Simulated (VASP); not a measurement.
# TiAl (P1) in VASP: single point with PBE

Aim: the single point of TiAl with PBE.

Everything below comes from runs of VASP 6.6.1. Logs are shortened: lines on timing, memory, paths and dates and some standing lists are left out, and cuts for length are marked.

## (1) The cell of the first run

The typed cell holds 2 atoms: a = 3.237 Å, b = 3.202 Å, c = 3.179 Å, α = 89.65°, β = 90.09°, γ = 91.12°.

## (2) Single point, PBE (atoms moved at random and the cell strained at random)

INCAR reads:

```
SYSTEM = TiAl
  PREC = Accurate
  ENCUT = 520
  EDIFF = 1E-7
  ISMEAR = 0
  SIGMA = 0.15
  LREAL = .False.
  LASPH = .True.
  NELM = 80
  ALGO = Fast
  ISIF = 2
  LWAVE = .False.
  LCHARG = .False.
  GGA = PE
  NBANDS = 14
```

KPOINTS reads:

```
regular mesh
0
Gamma
  10 10 10
  0 0 0
```

POSCAR reads:

```
TiAl
1.0
    3.2363571368     -0.0313738462     -0.0024358282
   -0.0313738462      3.2015827107      0.0097464708
   -0.0024358282      0.0097464708      3.1790279506
Ti Al
1 1
Direct
   -0.0287614977     -0.0002124294      0.0089777793
    0.5287614977      0.5002124294      0.4910222207
```

Potentials or basis: VASP PAW PBE potentials, release 64 (Ti_sv, Al).

Launch:

```console
$ cat potpaw_PBE.64/Ti_sv/POTCAR potpaw_PBE.64/Al/POTCAR > POTCAR
$ mpirun -np 1 vasp_std > vasp.out
```

OUTCAR:

```text
SYSTEM = TiAl
   PREC = Accurate
   ENCUT = 520
   EDIFF = 1E-7
   ISMEAR = 0
   LREAL = .False.
   LASPH = .True.
   NELM = 80
   ISIF = 2
   GGA = PE

 ion  position               nearest neighbor table
   1  0.971  1.000  0.009-   2 2.62   2 2.66   2 2.69   2 2.72   2 2.84   2 2.87   2 2.90   2 2.95

   2  0.529  0.500  0.491-   1 2.62   1 2.66   1 2.69   1 2.72   1 2.84   1 2.87   1 2.90   1 2.95

  LATTYP: Found a triclinic cell.
 ALAT       =     3.2017512654
 B/A-ratio  =     1.0108562013
 C/A-ratio  =     0.9929078061
 COS(alpha) =     0.0015485031
 COS(beta)  =     0.0061172875
 COS(gamma) =     0.0194940090

  Lattice vectors:

 A1 = (  -0.0313738462,   3.2015827107,   0.0097464708)
 A2 = (  -3.2363571368,   0.0313738462,   0.0024358282)
 A3 = (  -0.0024358282,   0.0097464708,   3.1790279506)

Analysis of symmetry for initial positions (statically):
=====================================================================
 Subroutine PRICEL returns:
 Original cell was already a primitive cell.

 Routine SETGRP: Setting up the symmetry group for a
 triclinic supercell.

 Subroutine GETGRP returns: Found  1 space group operations
 (whereof  1 operations were pure point group operations)
 out of a pool of  2 trial point group operations.

The static configuration has the point symmetry C_1 .

Analysis of symmetry for dynamics (positions and initial velocities):
=====================================================================
 Subroutine PRICEL returns:
 Original cell was already a primitive cell.

 Routine SETGRP: Setting up the symmetry group for a
 triclinic supercell.

 Subroutine GETGRP returns: Found  1 space group operations
 (whereof  1 operations were pure point group operations)
 out of a pool of  2 trial point group operations.

The dynamic configuration has the point symmetry C_1 .

 Subroutine INISYM returns: Found  1 space group operations
 (whereof  1 operations are pure point group operations),
 and found     1 'primitive' translations

----------------------------------------------------------------------------------------

                                     Primitive cell

  volume of cell :      32.9359

  direct lattice vectors                    reciprocal lattice vectors
     3.236357137 -0.031373846 -0.002435828     0.309018905  0.003027532  0.000227494
    -0.031373846  3.201582711  0.009746471     0.003027532  0.312378092 -0.000955389
    -0.002435828  0.009746471  3.179027951     0.000227494 -0.000955389  0.314564666

  length of vectors
     3.236510122  3.201751265  3.179043824     0.309033819  0.312394223  0.314566199

  position of ions in fractional coordinates (direct lattice)
     0.971238502  0.999787571  0.008977779
     0.528761498  0.500212429  0.491022221

  ion indices of the primitive-cell ions
   primitive index   ion index
                 1           1
                 2           2

----------------------------------------------------------------------------------------

 KPOINTS: regular mesh

Automatic generation of k-mesh.
 Grid dimensions read from file:
 generate k-points for:   10   10   10

 Generating k-lattice:

  Cartesian coordinates                     Fractional coordinates (reciprocal lattice)
     0.030901891  0.000302753  0.000022749     0.100000000 -0.000000000  0.000000000
     0.000302753  0.031237809 -0.000095539     0.000000000  0.100000000  0.000000000
     0.000022749 -0.000095539  0.031456467     0.000000000  0.000000000  0.100000000

  Length of vectors
     0.030903382  0.031239422  0.031456620

  Shift w.r.t. Gamma in fractional coordinates (k-lattice)
     0.000000000  0.000000000  0.000000000

 Subroutine IBZKPT returns following result:
 ===========================================

 Found    504 irreducible k-points:

 Following reciprocal coordinates:
            Coordinates               Weight
  0.000000  0.000000  0.000000      1.000000
  0.100000  0.000000 -0.000000      2.000000
  0.200000  0.000000 -0.000000      2.000000
  0.300000  0.000000 -0.000000      2.000000
  0.400000  0.000000 -0.000000      2.000000
  0.500000  0.000000 -0.000000      1.000000
[... 16 lines left out ...]
 -0.400000  0.200000  0.000000      2.000000
 -0.300000  0.200000  0.000000      2.000000
 [... further k-points ...]
   k-points           NKPTS =    504   k-points in BZ     NKDIM =    504   number of bands    NBANDS=     14
   number of dos      NEDOS =    301   number of ions     NIONS =      2
   total plane-waves  NPLWV =  13824
   dimension x,y,z NGX =    24 NGY =   24 NGZ =   24
   dimension x,y,z NGXF=    48 NGYF=   48 NGZF=   48
   ions per type =               1   1
   NGX,Y,Z   is equivalent  to a cutoff of  12.33, 12.46, 12.55 a.u.
   NGXF,Y,Z  is equivalent  to a cutoff of  24.66, 24.92, 25.10 a.u.
 SYSTEM =  TiAl
   PREC   = accura    normal or accurate (medium, high low for compatibility)
   ISTART =      0    job   : 0-new  1-cont  2-samecut
   ICHARG =      2    charge: 1-file 2-atom 10-const
   ISPIN  =      1    spin polarized calculation?
   LNONCOLLINEAR =      F non collinear calculations
   LSORBIT =      F    spin-orbit coupling
   LASPH  =      T    aspherical Exc in radial PAW
   ENCUT  =  520.0 eV  38.22 Ry    6.18 a.u.   6.02  5.95  5.91*2*pi/ulx,y,z
   NELM   =     80;   NELMIN=  2; NELMDL= -5     # of ELM steps
   EDIFF  = 0.1E-06   stopping-criterion for ELM
   LREAL  =      F    real-space projection
   EDIFFG = 0.1E-05   stopping-criterion for IOM
   NSW    =      0    number of steps for IOM
   IBRION =     -1    ionic relax: 0-MD 1-quasi-New 2-CG
   NFREE  =      0    steps in history (QN), initial steepest desc. (CG)
   ISIF   =      2    stress and relaxation
   ISYM   =      2    0-nonsym 1-usesym 2-fastsym
   POTIM  = 0.5000    time-step for ionic-motion
   TEBEG  =    0.0;   TEEND  =   0.0 temperature during run
   PSTRESS=    0.0 pullay stress
   NELECT =      15.0000    total number of electrons
   NUPDOWN=      -1.0000    fix difference up-down
   EMIN   =  10.00;   EMAX   =-10.00  energy-range for DOS
   EFERMI =   0.00;   METHOD = LEGACY
   ISMEAR =     0;   SIGMA  =   0.15  broadening in eV -4-tet -1-fermi 0-gaus
   EFERMI_NEDOS =   21; number of points for ismear=-14 and -15
   IALGO  =     68    algorithm
   IMIX   =      4    mixing-type and parameters
     AMIX     =   0.40;   BMIX     =  1.00
     AMIX_MAG =   1.60;   BMIX_MAG =  1.00
  volume/ion in A,a.u.               =      16.47       111.13
  Fermi-wavevector in a.u.,A,eV,Ry     =   1.259550  2.380204 21.585168  1.586465
  Thomas-Fermi vector in A             =   2.393104
   LORBIT       =      0    0 simple, 1 ext, 2 COOP (PROOUT), +10 PAW based schemes
   GGA     = PE    functional components
   LHFCALC =     F    Hartree Fock is set to
   AEXX    =    0.0000 exact exchange contribution
   IVDW    =     0    specifies the selected vdW correction
   LEPSILON=     F    determine dielectric tensor
   LRPA    =     F    only Hartree local field effects (RPA)
 non-spin polarized calculation
 RMM-DIIS sequential band-by-band and
 Gauss-broadening in eV      SIGMA  =   0.15
  energy-cutoff  :      520.00
  volume of cell :       32.94
 maximum number of plane-waves:       912
   NGX = 13   NGY = 11   NGZ = 11

 number of electron      15.0000000 magnetization

 Free energy of the ion-electron system (eV)
  ---------------------------------------------------
  ext. energy  EPLUGINS =         0.00000000
  ---------------------------------------------------
  free energy    TOTEN  =       -12.00704381 eV

  energy without entropy =      -11.97811110  energy(sigma->0) =      -11.99257746

 E-fermi :   8.4931     XC(G=0): -10.9713

 val. band max:        8.4923211433   @ k =   0.3000   0.3000   0.0000
 cond. band min:       8.4941754783   @ k =   0.4000  -0.3000   0.2000
 fundamental gap:      0.0018543350
 Fermi energy:         8.4930853893

 k-point     1 :       0.0000    0.0000    0.0000
  band No.  band energies     occupation
      1     -48.4302      2.00000
      2     -24.6495      2.00000
      3     -24.6337      2.00000
      4     -24.6253      2.00000
      5      -0.6432      2.00000
      6       7.0780      2.00000
      7       7.1099      2.00000
      8      10.1750      0.00000
      9      10.2234      0.00000
     10      10.2963      0.00000
     11      12.6687      0.00000
     12      12.8956      0.00000
     13      13.0857      0.00000
     14      17.1536      0.00000

 k-point     2 :       0.1000    0.0000   -0.0000
  band No.  band energies     occupation
      1     -48.4291      2.00000
      2     -24.6612      2.00000
      3     -24.6345      2.00000
      4     -24.6242      2.00000
      5      -0.4907      2.00000
      6       6.9754      2.00000
      7       7.1737      2.00000
      8       9.9489      0.00000
      9      10.0128      0.00000
     10      10.2941      0.00000
     11      12.0834      0.00000
     12      13.2441      0.00000
     13      13.4280      0.00000
     14      17.0310      0.00000

 k-point     3 :       0.2000    0.0000   -0.0000
  band No.  band energies     occupation
      1     -48.4262      2.00000
      2     -24.6958      2.00000
      3     -24.6326      2.00000
      4     -24.6211      2.00000
      5      -0.0416      2.00000
      6       6.5159      2.00000
      7       7.3525      2.00000
      8       9.4852      0.00000
      9       9.5666      0.00000
     10      10.3332      0.00000
     11      11.2860      0.00000
     12      14.0678      0.00000
     13      14.2364      0.00000
     14      16.5075      0.00000

 k-point     4 :       0.3000    0.0000   -0.0000
  band No.  band energies     occupation
      1     -48.4225      2.00000
      2     -24.7394      2.00000
      3     -24.6291      2.00000
      4     -24.6174      2.00000
      5       0.6792      2.00000
      6       5.5465      2.00000
      7       7.5952      2.00000
      8       9.0535      0.00000
      9       9.1442      0.00000
     10      10.3863      0.00000
     11      11.0488      0.00000
     12      15.1147      0.00000
     13      15.2783      0.00000
     14      15.8552      0.00000

 k-point     5 :       0.4000    0.0000   -0.0000
  band No.  band energies     occupation
      1     -48.4196      2.00000
      2     -24.7746      2.00000
      3     -24.6261      2.00000
      4     -24.6143      2.00000
      5       1.6174      2.00000
      6       4.3047      2.00000
      7       7.8130      2.00000
      8       8.7664      0.00996
      9       8.8602      0.00054
     10      10.4304      0.00000
     11      11.1930      0.00000
[... 276 lines left out ...]
 k-point    22 :       0.5000    0.2000    0.0000
  band No.  band energies     occupation
      1     -48.4140      2.00000
      2     -24.7804      2.00000
      3     -24.6769      2.00000
      4     -24.6089      2.00000
      5       2.7072      2.00000
      6       4.0194      2.00000
      7       7.7767      2.00000
      8       8.1770      1.99711
      9       8.9239      0.00005
     10       9.9492      0.00000
     11      11.2630      0.00000
     12      14.3249      0.00000
     13      15.1907      0.00000
     14      17.3564      0.00000

 k-point    23 :      -0.4000    0.2000    0.0000
  band No.  band energies     occupation
      1     -48.4151      2.00000
      2     -24.7670      2.00000
      3     -24.6783      2.00000
      4     -24.6100      2.00000
      5       2.0360      2.00000
      6       4.8105      2.00000
      7       7.6115      2.00000
      8       8.3039      1.92546
      9       9.0217      0.00000
     10       9.9221      0.00000
     11      11.2363      0.00000
     12      13.9424      0.00000
     13      15.5666      0.00000
     14      16.8884      0.00000

 k-point    24 :      -0.3000    0.2000    0.0000
  band No.  band energies     occupation
      1     -48.4180      2.00000
      2     -24.7324      2.00000
      3     -24.6819      2.00000
      4     -24.6131      2.00000
      5       1.1841      2.00000
      6       5.9565      2.00000
      7       7.2578      2.00000
      8       8.5211      0.79201
      9       9.2757      0.00000
     10       9.8604      0.00000
     11      11.3498      0.00000
     12      13.2136      0.00000
     13      15.9833      0.00000
     14      16.3466      0.00000

 [... further k-points ...]

------------------------ aborting loop because EDIFF is reached ----------------------------------------

  FORCE on cell =-STRESS in cart. coord.  units (eV):
  Direction    XX          YY          ZZ          XY          YZ          ZX
  --------------------------------------------------------------------------------------
  -------------------------------------------------------------------------------------
  Total       -0.1715830     -0.0129771     -0.0971356      0.2735970     -0.0959044     -0.1490181
  in kB       -8.3467032     -0.6312761     -4.7251887     13.3092007     -4.6652964     -7.2490250
  external PRESSURE =      -4.5677227 kB  Pullay stress =       0.0000000 kB

 VOLUME and BASIS-vectors are now :
 -----------------------------------------------------------------------------
  energy-cutoff  :      520.00
  volume of cell :       32.94
      direct lattice vectors                 reciprocal lattice vectors
     3.236357137 -0.031373846 -0.002435828     0.309018905  0.003027532  0.000227494
    -0.031373846  3.201582711  0.009746471     0.003027532  0.312378092 -0.000955389
    -0.002435828  0.009746471  3.179027951     0.000227494 -0.000955389  0.314564666

 POSITION                                       TOTAL-FORCE (eV/Angst)
 -----------------------------------------------------------------------------------
      3.11189      3.17052      0.03592         1.100164      0.080146     -0.353674
      1.69437      1.58967      1.56456        -1.100164     -0.080146      0.353674
 -----------------------------------------------------------------------------------
    total drift:                                0.000050      0.000121      0.000092

  FREE ENERGIE OF THE ION-ELECTRON SYSTEM (eV)
  ---------------------------------------------------
  free  energy   TOTEN  =       -12.0070438064 eV

  energy  without entropy=      -11.9781111046  energy(sigma->0) =      -11.99257746
```

It took 3.8 min on 1 thread of AMD EPYC 9R45 (Zen 5), shared host; peak memory 0.31 GiB.

Results:

| Quantity | Value |
| --- | --- |
| Free energy | -12.0070 eV |
| Pressure | -0.5 GPa |
| Largest force | 1.158 eV/Å |
| Band gap on the k mesh | zero (an odd number of electrons rules out a gap without spin polarisation) |

Forces on the atoms (eV/Å):
```
Ti   1.100  0.080 -0.354
Al  -1.100 -0.080  0.354
```

Levels at points of the mesh, in eV from the Fermi level:
| k point | band 4 | band 5 | band 6 | band 7 | band 8 | band 9 | band 10 | band 11 | band 12 | band 13 |
| --- | --- | --- | --- | --- | --- | --- | --- | --- | --- | --- |
| (0.00, 0.00, 0.00) | -33.12 | -9.14 | -1.42 | -1.38 | 1.68 | 1.73 | 1.80 | 4.18 | 4.40 | 4.59 |
| (0.50, 0.00, 0.00) | -33.11 | -6.09 | -5.10 | -0.59 | 0.17 | 0.27 | 1.95 | 2.81 | 6.59 | 8.85 |
| (0.00, 0.50, 0.00) | -33.10 | -5.97 | -5.08 | -0.55 | 0.09 | 0.21 | 1.94 | 2.90 | 6.41 | 8.97 |
| (0.50, 0.50, 0.00) | -33.09 | -4.97 | -2.28 | -2.04 | -1.36 | 0.71 | 0.80 | 2.61 | 4.43 | 4.62 |
| (0.00, 0.00, 0.50) | -33.11 | -5.91 | -5.06 | -0.52 | 0.04 | 0.19 | 1.91 | 2.98 | 6.44 | 8.94 |
| (0.50, 0.00, 0.50) | -33.10 | -4.91 | -2.21 | -2.04 | -1.34 | 0.64 | 0.74 | 2.64 | 4.54 | 4.60 |
| (0.00, 0.50, 0.50) | -33.11 | -4.89 | -2.09 | -2.01 | -1.35 | 0.69 | 0.70 | 2.69 | 4.54 | 4.63 |
| (0.50, 0.50, 0.50) | -33.24 | -3.06 | -2.98 | -2.96 | 0.51 | 2.66 | 2.72 | 2.74 | 2.87 | 2.99 |

Caveat: the cell differs from its parent crystal (atoms moved at random and the cell strained at random); forces of over 1 eV/Å act on the atoms, so gaps and moduli don't describe the material at rest.
